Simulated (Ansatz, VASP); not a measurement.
**One calculation of CdS, two programs**

```xyz
2
Lattice="4.2612 0.0000 0.0000 -2.1306 3.6903 0.0000 0.0000 0.0000 5.8042" Properties=species:S:1:pos:R:3 pbc="T T T"
Cd    0.0000    0.0000    2.5695
S     2.1306    1.2301    2.5208
```

Alike in both runs: task relaxation of cell and atoms; functional RPBE; k mesh 7 × 7 × 5; occupations fermi-dirac, width 0.05 eV; no spin polarisation.

```csv
,VASP,Ansatz
version,VASP 6.6.1,Ansatz 0.2.0
potentials or method,"VASP PAW PBE potentials, release 64 (Cd, S)",Ansatz PAW
plane-wave cutoff (eV),600,420
valence electrons in the cell,18,26
```

VASP gave:

- gap on the k mesh at the Fermi level, each at its own relaxed structure (eV): 1.52
- relaxed volume (Å³/atom): 46.59
- relaxed cell length with the largest relative difference (Å): 5.805

Q: Estimate Ansatz's values.

A: gap on the k mesh at the Fermi level, each at its own relaxed structure (eV): 1.53; relaxed volume (Å³/atom): 46.55; relaxed cell length with the largest relative difference (Å): 5.823.

VASP's potentials were made for PBE, not for RPBE. VASP's potentials hold 18 valence electrons a cell and Ansatz's 26, so a difference there can come from the potentials and not from the codes.

Noted on Ansatz's run: odd divisions of the mesh miss points on the zone boundary, where band edges often lie, so the gap on the mesh can be too wide; the plane-wave basis is chosen anew once the cell has moved, so the energies of steps on either side of that aren't comparable.
